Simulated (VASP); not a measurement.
# YbB2: relaxation of shape and atoms at fixed volume with PBE

YbB2:

```xyz
3
Lattice="3.2894 0.0000 0.0000 -1.6447 2.8487 0.0000 0.0000 0.0000 3.9289" Properties=species:S:1:pos:R:3 pbc="T T T"
Yb    0.0000    0.0000    0.0000
B     0.0000    1.8991    1.9644
B     1.6447    0.9496    1.9644
```

```json
{
  "Program": "VASP 6.6.1",
  "Task": "relaxation of shape and atoms at fixed volume",
  "Functional": "PBE",
  "Potentials or basis": "VASP PAW PBE potentials, release 64 (Yb, B)",
  "Cutoff": "600 eV",
  "k mesh": "15 × 15 × 12",
  "Occupations": "gaussian, width 0.1 eV",
  "Spin": "no spin polarisation",
  "Dipole correction": "no",
  "Further INCAR settings": "ALGO = Normal; EDIFF = 1e-07; IBRION = 2; EDIFFG = -0.01; NSW = 50; ISIF = 4"
}
```

```yaml
Energy_gained_by_relaxing: 0.0 meV/atom
Ionic_steps: 2
Pressure_after_relaxing: -7.4 GPa
Band_gap_on_the_k_mesh: zero (bands 15 and 16 overlap by 1.19 eV)
```

Stress tensor (GPa, compression positive):
```
-7.40  0.00  0.00
 0.00 -7.40  0.00
 0.00  0.00 -7.30
```

Final structure:
```cif
data_structure
_symmetry_space_group_name_H-M 'P 1'
_symmetry_Int_Tables_number 1
_cell_length_a 3.2877
_cell_length_b 3.2877
_cell_length_c 3.9329
_cell_angle_alpha 90.000
_cell_angle_beta 90.000
_cell_angle_gamma 120.000
_cell_volume 36.82
loop_
_atom_site_label
_atom_site_type_symbol
_atom_site_fract_x
_atom_site_fract_y
_atom_site_fract_z
_atom_site_occupancy
Yb1 Yb 0.00000 0.00000 0.00000 1
B1 B 0.33333 0.66667 0.50000 1
B2 B 0.66667 0.33333 0.50000 1
```

Levels at points of the mesh, in eV from the Fermi level:
```csv
k point,band 11,band 12,band 13,band 14,band 15,band 16,band 17,band 18,band 19
"(0.00, 0.00, 0.00)",-0.33,-0.33,-0.31,-0.27,-0.27,0.01,6.01,6.19,6.19
"(0.00, 0.00, 0.50)",-0.31,-0.27,-0.27,0.93,0.93,3.63,3.63,3.77,4.04
```

Run time: 20 min on 1 thread of Intel Xeon 8259CL (shared host), peak memory 0.34 GiB.

Caveat: spin-orbit coupling is left out, which moves the levels of the heavy elements. Spin polarisation is off, so any magnetic state and its effect on volume and gap are missing.
